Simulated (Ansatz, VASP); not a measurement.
**One calculation of SiC, two programs**

```
CELL_PARAMETERS angstrom
-3.14126 3.14126 3.14126
3.14126 -3.14126 3.14126
3.14126 3.14126 -3.14126
ATOMIC_POSITIONS crystal
Si 0.12500 0.75000 0.87500
Si 0.62500 0.37500 0.25000
Si 0.75000 0.87500 0.12500
Si 0.87500 0.12500 0.75000
Si 0.37500 0.25000 0.62500
Si 0.25000 0.62500 0.37500
C 0.75000 0.37500 0.62500
C 0.12500 0.87500 0.25000
C 0.25000 0.12500 0.87500
C 0.37500 0.62500 0.75000
C 0.87500 0.25000 0.12500
C 0.62500 0.75000 0.37500
```

Alike in both runs: functional PBE; k mesh 6 × 6 × 6; occupations gaussian, width 0.02 eV; no spin polarisation.

Ansatz relaxed the structure, and its values are those at the end. VASP's run is a single point on that final structure, the one shown.

|  | VASP | Ansatz |
| --- | --- | --- |
| version | VASP 6.6.1 | Ansatz 0.2.0 |
| potentials or method | VASP PAW PBE potentials, release 64 (Si, C), cutoff 520 eV | scalar-relativistic, plane waves, PAW |
| valence electrons in the cell | 48 | 48 |

```csv
,VASP,Ansatz,Ansatz less VASP
gap on the k mesh at the Fermi level (eV),0.62,0.63,+0.005
least direct gap on the mesh (eV),0.62,0.63,+0.005
pressure (GPa),0.0,0.0,-0.01
```
